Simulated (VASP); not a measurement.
# As (Cmmm) in VASP: further runs, part 2 of 2

VASP 6.6.1. The steps go on from the part before.

### 4 Single point, PBEsol (strain +0.0250 x Voigt [0, 0, 0, 0, 1, 0])

Input file INCAR:

```
ALGO     = Normal         # electronic algorithm
EDIFF    = 1E-7           # SCF threshold, eV
ENCUT    = 520            # plane-wave cutoff, eV
GGA      = PS             # functional
ISIF     = 2              # what is computed and relaxed
ISMEAR   = 0              # smearing method
LASPH    = True           # aspherical terms in the spheres
LCHARG   = False          # write CHGCAR
LREAL    = False          # projectors in reciprocal space
LWAVE    = False          # write WAVECAR
NBANDS   = 8              # bands
NELM     = 100            # most SCF steps
PREC     = Accurate       # precision mode
SIGMA    = 0.15           # smearing width, eV
```

Input file KPOINTS:

```
k-points
0
Gamma
  18 18 18
```

Input file POSCAR:

```
As
1.0
    2.7036817444      0.0000000000      0.0337960218
    0.0000000000      2.7036817444      0.0000000000
    0.0337960218      0.0000000000      2.7036817444
As
1
Direct
    0.5000000000      0.5000000000      0.5000000000
```

Potentials or basis: VASP PAW PBE potentials, release 64 (As).

On the command line:

```bash
$ cat potpaw_PBE.64/As/POTCAR > POTCAR
$ mpirun -np 1 vasp_std > vasp.out
```

OUTCAR:

```text
EDIFF = 1E-7
   ENCUT = 520
   GGA = PS
   ISIF = 2
   ISMEAR = 0
   LASPH = True
   LREAL = False
   NELM = 100
   PREC = Accurate

 ion  position               nearest neighbor table
   1  0.500  0.500  0.500-

  LATTYP: Found a base centered orthorhombic cell.
 ALAT       =     3.7757885989
 B/A-ratio  =     1.0253164557
 C/A-ratio  =     0.7160574999

  Lattice vectors:

 A1 = (  -2.7036817444,   0.0000000000,  -0.0337960218)
 A2 = (   0.0337960218,   0.0000000000,   2.7036817444)
 A3 = (   0.0000000000,   2.7036817444,   0.0000000000)
[... 435 lines left out ...]
      1      -8.4477      2.00000
      2       6.0448      0.09246
      3       8.0596      0.00000
      4      10.5974      0.00000
      5      15.5415      0.00000
      6      18.1144      0.00000
      7      19.9708      0.00000
      8      23.9114      0.00000

 [... further k-points ...]
[... 5 lines left out ...]
  --------------------------------------------------------------------------------------
  -------------------------------------------------------------------------------------
  Total       -0.0995499     -0.1120189     -0.0995499      0.0000000      0.0000000     -0.0763434
  in kB       -8.0714684     -9.0824489     -8.0714684      0.0000000      0.0000000     -6.1898981
  external PRESSURE =      -8.4084619 kB  Pullay stress =       0.0000000 kB

 VOLUME and BASIS-vectors are now :
 -----------------------------------------------------------------------------
  energy-cutoff  :      520.00
  volume of cell :       19.76
      direct lattice vectors                 reciprocal lattice vectors
     2.703681744  0.000000000  0.033796022     0.369923818  0.000000000 -0.004624048
     0.000000000  2.703681744  0.000000000     0.000000000  0.369866018  0.000000000
     0.033796022  0.000000000  2.703681744    -0.004624048  0.000000000  0.369923818

 POSITION                                       TOTAL-FORCE (eV/Angst)
 -----------------------------------------------------------------------------------
      1.36874      1.35184      1.36874         0.000000      0.000000      0.000000
 -----------------------------------------------------------------------------------
    total drift:                                0.000000      0.000000      0.000000

  FREE ENERGIE OF THE ION-ELECTRON SYSTEM (eV)
  ---------------------------------------------------
  free  energy   TOTEN  =        -5.0341917023 eV

  energy  without entropy=       -5.0293954234  energy(sigma->0) =       -5.03179356
```

OSZICAR:

```text
N       E                     dE             d eps       ncg     rms          rms(c)
DAV:   1     0.746803898065E+01    0.74680E+01   -0.20725E+03 14792   0.457E+02
DAV:   2    -0.489133867780E+01   -0.12359E+02   -0.11971E+02 19504   0.592E+01
DAV:   3    -0.503707935910E+01   -0.14574E+00   -0.14461E+00 16656   0.875E+00
DAV:   4    -0.503723093315E+01   -0.15157E-03   -0.15157E-03 22464   0.315E-01
DAV:   5    -0.503723100818E+01   -0.75028E-07   -0.74221E-07 16848   0.419E-03    0.216E+00
DAV:   6    -0.503533641347E+01    0.18946E-02   -0.27958E-04 19344   0.133E-01    0.128E+00
DAV:   7    -0.503417859546E+01    0.11578E-02   -0.78012E-04 16040   0.214E-01    0.632E-02
DAV:   8    -0.503419118591E+01   -0.12590E-04   -0.22238E-05 21008   0.344E-02    0.422E-03
DAV:   9    -0.503419166207E+01   -0.47615E-06   -0.38801E-07 17504   0.471E-03    0.147E-03
DAV:  10    -0.503419170225E+01   -0.40186E-07   -0.10883E-07 17504   0.201E-03
   1 F= -.50341917E+01 E0= -.50317936E+01  d E =-.479628E-02
```

Wall time 1.7 min (1 thread of Intel Xeon 8259CL, shared host); peak memory 0.24 GiB.

Results:

```
Free energy : -5.0342 eV
Pressure    : -0.8 GPa
```

Stress tensor (GPa, compression positive):
```
-0.81  0.00 -0.62
 0.00 -0.91  0.00
-0.62  0.00 -0.81
```

Caveat: the cell differs from its parent crystal (strain +0.0250 x Voigt [0, 0, 0, 0, 1, 0]); the PAW data sets were made with another functional, which shifts forces and pressure a little.

### 5 Single point, PBEsol (strain +0.0150 x Voigt [0, 0, 0, 0, 1, 0])

Input file INCAR:

```
  PREC = Accurate
  ENCUT = 520
  EDIFF = 1E-6
  ISMEAR = 0
  SIGMA = 0.15
  LREAL = F
  LASPH = T
  NELM = 80
  ALGO = Normal
  ISIF = 2
  LWAVE = F
  LCHARG = F
  GGA = PS
  NBANDS = 8
```

Input file KPOINTS:

```
regular mesh
0
Gamma
  18 18 18
```

Input file POSCAR:

```
As
1.0
    2.7036817444      0.0000000000      0.0202776131
    0.0000000000      2.7036817444      0.0000000000
    0.0202776131      0.0000000000      2.7036817444
As
1
Direct
    0.5000000000      0.5000000000      0.5000000000
```

Potentials or basis: VASP PAW PBE potentials, release 64 (As).

On the command line:

```bash
$ cat potpaw_PBE.64/As/POTCAR > POTCAR
$ mpirun -np 1 vasp_std > vasp.out
```

OUTCAR:

```text
PREC = Accurate
   ENCUT = 520
   EDIFF = 1E-6
   ISMEAR = 0
   LREAL = F
   LASPH = T
   NELM = 80
   ISIF = 2
   GGA = PS

 ion  position               nearest neighbor table
   1  0.500  0.500  0.500-

  LATTYP: Found a base centered orthorhombic cell.
 ALAT       =     3.7949065158
 B/A-ratio  =     1.0151133501
 C/A-ratio  =     0.7124501574

  Lattice vectors:

 A1 = (  -2.7036817444,   0.0000000000,  -0.0202776131)
 A2 = (   0.0202776131,   0.0000000000,   2.7036817444)
 A3 = (   0.0000000000,   2.7036817444,   0.0000000000)

Analysis of symmetry for initial positions (statically):
=====================================================================
 Subroutine PRICEL returns:
 Original cell was already a primitive cell.

 Routine SETGRP: Setting up the symmetry group for a
 base centered orthorhombic supercell.

 Subroutine GETGRP returns: Found  8 space group operations
 (whereof  8 operations were pure point group operations)
 out of a pool of  8 trial point group operations.

The static configuration has the point symmetry D_2h.

Analysis of symmetry for dynamics (positions and initial velocities):
=====================================================================
 Subroutine PRICEL returns:
 Original cell was already a primitive cell.

 Routine SETGRP: Setting up the symmetry group for a
 base centered orthorhombic supercell.

 Subroutine GETGRP returns: Found  8 space group operations
 (whereof  8 operations were pure point group operations)
 out of a pool of  8 trial point group operations.

The dynamic configuration has the point symmetry D_2h.

 Subroutine INISYM returns: Found  8 space group operations
 (whereof  8 operations are pure point group operations),
 and found     1 'primitive' translations

----------------------------------------------------------------------------------------

                                     Primitive cell

  volume of cell :      19.7625

  direct lattice vectors                    reciprocal lattice vectors
     2.703681744  0.000000000  0.020277613     0.369886824  0.000000000 -0.002774151
     0.000000000  2.703681744  0.000000000     0.000000000  0.369866018  0.000000000
     0.020277613  0.000000000  2.703681744    -0.002774151  0.000000000  0.369886824

  length of vectors
     2.703757784  2.703681744  2.703757784     0.369897227  0.369866018  0.369897227

  position of ions in fractional coordinates (direct lattice)
     0.500000000  0.500000000  0.500000000

  ion indices of the primitive-cell ions
   primitive index   ion index
                 1           1

----------------------------------------------------------------------------------------

 KPOINTS: regular mesh

Automatic generation of k-mesh.
 Grid dimensions read from file:
 generate k-points for:   18   18   18

 Generating k-lattice:

  Cartesian coordinates                     Fractional coordinates (reciprocal lattice)
     0.020549268  0.000000000 -0.000154120     0.055555556  0.000000000 -0.000000000
     0.000000000  0.020548112  0.000000000     0.000000000  0.055555556  0.000000000
    -0.000154120  0.000000000  0.020549268    -0.000000000  0.000000000  0.055555556

  Length of vectors
     0.020549846  0.020548112  0.020549846

  Shift w.r.t. Gamma in fractional coordinates (k-lattice)
     0.000000000  0.000000000  0.000000000

 Subroutine IBZKPT returns following result:
 ===========================================

 Found    910 irreducible k-points:

 Following reciprocal coordinates:
            Coordinates               Weight
  0.000000  0.000000  0.000000      1.000000
  0.055556  0.000000 -0.000000      4.000000
  0.111111  0.000000 -0.000000      4.000000
  0.166667  0.000000  0.000000      4.000000
  0.222222  0.000000  0.000000      4.000000
  0.277778  0.000000  0.000000      4.000000
[... 16 lines left out ...]
  0.111111  0.111111 -0.000000      8.000000
  0.166667  0.111111  0.000000      8.000000
 [... further k-points ...]
   k-points           NKPTS =    910   k-points in BZ     NKDIM =    910   number of bands    NBANDS=      8
   number of dos      NEDOS =    301   number of ions     NIONS =      1
   total plane-waves  NPLWV =   8000
   dimension x,y,z NGX =    20 NGY =   20 NGZ =   20
   dimension x,y,z NGXF=    40 NGYF=   40 NGZF=   40
   ions per type =               1
   NGX,Y,Z   is equivalent  to a cutoff of  12.30, 12.30, 12.30 a.u.
   NGXF,Y,Z  is equivalent  to a cutoff of  24.59, 24.60, 24.59 a.u.
 SYSTEM =  unknown system
   PREC   = accura    normal or accurate (medium, high low for compatibility)
   ISTART =      0    job   : 0-new  1-cont  2-samecut
   ICHARG =      2    charge: 1-file 2-atom 10-const
   ISPIN  =      1    spin polarized calculation?
   LNONCOLLINEAR =      F non collinear calculations
   LSORBIT =      F    spin-orbit coupling
   LASPH  =      T    aspherical Exc in radial PAW
   ENCUT  =  520.0 eV  38.22 Ry    6.18 a.u.   5.03  5.03  5.03*2*pi/ulx,y,z
   NELM   =     80;   NELMIN=  2; NELMDL= -5     # of ELM steps
   EDIFF  = 0.1E-05   stopping-criterion for ELM
   LREAL  =      F    real-space projection
   EDIFFG = 0.1E-04   stopping-criterion for IOM
   NSW    =      0    number of steps for IOM
   IBRION =     -1    ionic relax: 0-MD 1-quasi-New 2-CG
   NFREE  =      0    steps in history (QN), initial steepest desc. (CG)
   ISIF   =      2    stress and relaxation
   ISYM   =      2    0-nonsym 1-usesym 2-fastsym
   POTIM  = 0.5000    time-step for ionic-motion
   TEBEG  =    0.0;   TEEND  =   0.0 temperature during run
   PSTRESS=    0.0 pullay stress
   NELECT =       5.0000    total number of electrons
   NUPDOWN=      -1.0000    fix difference up-down
   EMIN   =  10.00;   EMAX   =-10.00  energy-range for DOS
   EFERMI =   0.00;   METHOD = LEGACY
   ISMEAR =     0;   SIGMA  =   0.15  broadening in eV -4-tet -1-fermi 0-gaus
   EFERMI_NEDOS =   21; number of points for ismear=-14 and -15
   IALGO  =     38    algorithm
   IMIX   =      4    mixing-type and parameters
     AMIX     =   0.40;   BMIX     =  1.00
     AMIX_MAG =   1.60;   BMIX_MAG =  1.00
  volume/ion in A,a.u.               =      19.76       133.36
  Fermi-wavevector in a.u.,A,eV,Ry     =   1.035422  1.956664 14.586790  1.072099
  Thomas-Fermi vector in A             =   2.169764
   LORBIT       =      0    0 simple, 1 ext, 2 COOP (PROOUT), +10 PAW based schemes
   GGA     = PS    functional components
   LHFCALC =     F    Hartree Fock is set to
   AEXX    =    0.0000 exact exchange contribution
   IVDW    =     0    specifies the selected vdW correction
   LEPSILON=     F    determine dielectric tensor
   LRPA    =     F    only Hartree local field effects (RPA)
 non-spin polarized calculation
 Gauss-broadening in eV      SIGMA  =   0.15
  energy-cutoff  :      520.00
  volume of cell :       19.76
 maximum number of plane-waves:       552
   NGX = 11   NGY = 11   NGZ = 11

 number of electron       5.0000001 magnetization

 Free energy of the ion-electron system (eV)
  ---------------------------------------------------
  ext. energy  EPLUGINS =         0.00000000
  ---------------------------------------------------
  free energy    TOTEN  =        -5.03478990 eV

  energy without entropy =       -5.02999874  energy(sigma->0) =       -5.03239432

 E-fermi :   5.8682     XC(G=0): -10.5585

 val. band max:        5.8663183418   @ k =  -0.2778   0.2778   0.2778
 cond. band min:       5.8683194669   @ k =  -0.2222   0.2778   0.2222
 fundamental gap:      0.0020011251
 Fermi energy:         5.8682181032

 k-point     1 :       0.0000    0.0000    0.0000
  band No.  band energies     occupation
      1      -9.1840      2.00000
      2       9.9122      0.00000
      3       9.9553      0.00000
      4      10.0029      0.00000
      5      14.3113      0.00000
      6      14.3146      0.00000
      7      16.2068      0.00000
      8      30.7167      0.00000

 k-point     2 :       0.0556    0.0000   -0.0000
  band No.  band energies     occupation
      1      -9.1270      2.00000
      2       9.1523      0.00000
      3      10.0058      0.00000
      4      10.0097      0.00000
      5      14.3634      0.00000
      6      14.9187      0.00000
      7      16.5564      0.00000
      8      29.6506      0.00000
[... 221 lines left out ...]
 k-point    23 :       0.1111    0.1111   -0.0000
  band No.  band energies     occupation
      1      -8.7292      2.00000
      2       7.6007      0.00000
      3       7.9601      0.00000
      4      10.3563      0.00000
      5      15.2306      0.00000
      6      17.5142      0.00000
      7      18.3744      0.00000
      8      25.3971      0.00000

 k-point    24 :       0.1667    0.1111    0.0000
  band No.  band energies     occupation
      1      -8.4485      2.00000
      2       6.0417      0.10196
      3       8.0589      0.00000
      4      10.5961      0.00000
      5      15.5336      0.00000
      6      18.1131      0.00000
      7      19.9663      0.00000
      8      23.9090      0.00000

 [... further k-points ...]
[... 5 lines left out ...]
  --------------------------------------------------------------------------------------
  -------------------------------------------------------------------------------------
  Total       -0.1013055     -0.1075408     -0.1013055      0.0000000      0.0000000     -0.0459543
  in kB       -8.2129931     -8.7184967     -8.2129931      0.0000000      0.0000000     -3.7255859
  external PRESSURE =      -8.3814943 kB  Pullay stress =       0.0000000 kB

 VOLUME and BASIS-vectors are now :
 -----------------------------------------------------------------------------
  energy-cutoff  :      520.00
  volume of cell :       19.76
      direct lattice vectors                 reciprocal lattice vectors
     2.703681744  0.000000000  0.020277613     0.369886824  0.000000000 -0.002774151
     0.000000000  2.703681744  0.000000000     0.000000000  0.369866018  0.000000000
     0.020277613  0.000000000  2.703681744    -0.002774151  0.000000000  0.369886824

 POSITION                                       TOTAL-FORCE (eV/Angst)
 -----------------------------------------------------------------------------------
      1.36198      1.35184      1.36198         0.000000      0.000000      0.000000
 -----------------------------------------------------------------------------------
    total drift:                                0.000000      0.000000      0.000000

  FREE ENERGIE OF THE ION-ELECTRON SYSTEM (eV)
  ---------------------------------------------------
  free  energy   TOTEN  =        -5.0347899041 eV

  energy  without entropy=       -5.0299987443  energy(sigma->0) =       -5.03239432
```

OSZICAR:

```text
N       E                     dE             d eps       ncg     rms          rms(c)
DAV:   1     0.758918822842E+01    0.75892E+01   -0.20913E+03 14736   0.459E+02
DAV:   2    -0.489355329525E+01   -0.12483E+02   -0.12052E+02 19256   0.593E+01
DAV:   3    -0.503768315626E+01   -0.14413E+00   -0.14366E+00 16824   0.879E+00
DAV:   4    -0.503782865234E+01   -0.14550E-03   -0.14550E-03 22296   0.314E-01
DAV:   5    -0.503782872456E+01   -0.72220E-07   -0.72741E-07 16888   0.415E-03    0.216E+00
DAV:   6    -0.503593442589E+01    0.18943E-02   -0.27735E-04 19576   0.133E-01    0.128E+00
DAV:   7    -0.503477677040E+01    0.11577E-02   -0.77516E-04 15992   0.214E-01    0.632E-02
DAV:   8    -0.503478942585E+01   -0.12655E-04   -0.22106E-05 21000   0.343E-02    0.422E-03
DAV:   9    -0.503478990412E+01   -0.47827E-06   -0.38819E-07 16000   0.471E-03
   1 F= -.50347899E+01 E0= -.50323943E+01  d E =-.479116E-02
```

Run time: 78 s. Hardware: 1 thread of Intel Xeon 8259CL, shared host; peak memory 0.24 GiB.

Results:

* Free energy: -5.0348 eV
* Pressure: -0.8 GPa

Caveat: the cell differs from its parent crystal (strain +0.0150 x Voigt [0, 0, 0, 0, 1, 0]); the PAW data sets were made with another functional, which shifts forces and pressure a little.

### 6 The runs side by side

```csv
cell,gap on the mesh (eV),pressure (GPa)
"a = 2.704 Å, angles 90.0, 89.4, 90.0°, 1 atom",none,-0.8
"a = 2.704 Å, angles 90.0, 88.0, 90.0°, 1 atom",none,-0.8
"a = 2.704 Å, angles 90.0, 88.6, 90.0°, 1 atom",none,-0.8
"a = 2.704 Å, angles 90.0, 89.1, 90.0°, 1 atom",none,-0.8
```

Alike in all rows: task single point; level PBEsol; potentials or basis VASP PAW PBE potentials, release 64 (As); no spin polarisation; k mesh 18 × 18 × 18; cutoff (eV) 520; smearing gaussian 0.15 eV.

Caveats: the PAW data sets were made with another functional, which shifts forces and pressure a little.

Total energies depend on the potentials used, so only differences within one code and one set of settings carry meaning.
